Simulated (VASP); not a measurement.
Wanted: the native input for a VASP 6.6.1 run.

* Task: single point
* Functional: LDA
* Potentials or basis: VASP PAW LDA potentials, release 64 (Be)
* Cutoff: 520 eV
* k mesh: 6 × 6 × 6
* Occupations: fermi-dirac, width 0.05 eV
* Spin: no spin polarisation
* Dipole correction: no
* Further INCAR settings: ALGO = Normal; EDIFF = 1e-06; NBANDS = 7

The structure of Be lies in POSCAR:

```
Be
1.0
    3.3428920000      0.0000000000      0.0000000000
    0.0000000000      3.3428920000      0.0000000000
    0.0000000000      0.0000000000      3.3428920000
Be
1
Direct
    0.0000000000      0.0000000000      0.0000000000
```

One way to write it, as run:

INCAR

```
SYSTEM = Be
PREC = Accurate
ENCUT = 520
EDIFF = 1E-6
ISMEAR = -1
SIGMA = 0.05
LREAL = .False.
LASPH = .True.
NELM = 80
ALGO = Normal
ISIF = 2
LWAVE = .False.
LCHARG = .True.
GGA = CA
LELF = .True.
LVHAR = .True.
NBANDS = 7
```

KPOINTS

```
Automatic mesh
0
Gamma
  6 6 6
  0 0 0
```

Potentials or basis: VASP PAW LDA potentials, release 64 (Be).

Command:

```sh
$ cat potpaw_LDA.64/Be/POTCAR > POTCAR
$ mpirun -np 1 vasp_std > vasp.out
```

It gave:

```
Pressure               : -8.3 GPa
Band gap on the k mesh : zero (band 1 reaches 0.90 eV, above the bottom of band 2 at -2.12 eV)
```

Wall time 3 s on 1 thread of Intel(R) Xeon(R) Platinum 8488C (Sapphire Rapids), with other jobs on the host, peak memory 0.12 GiB.
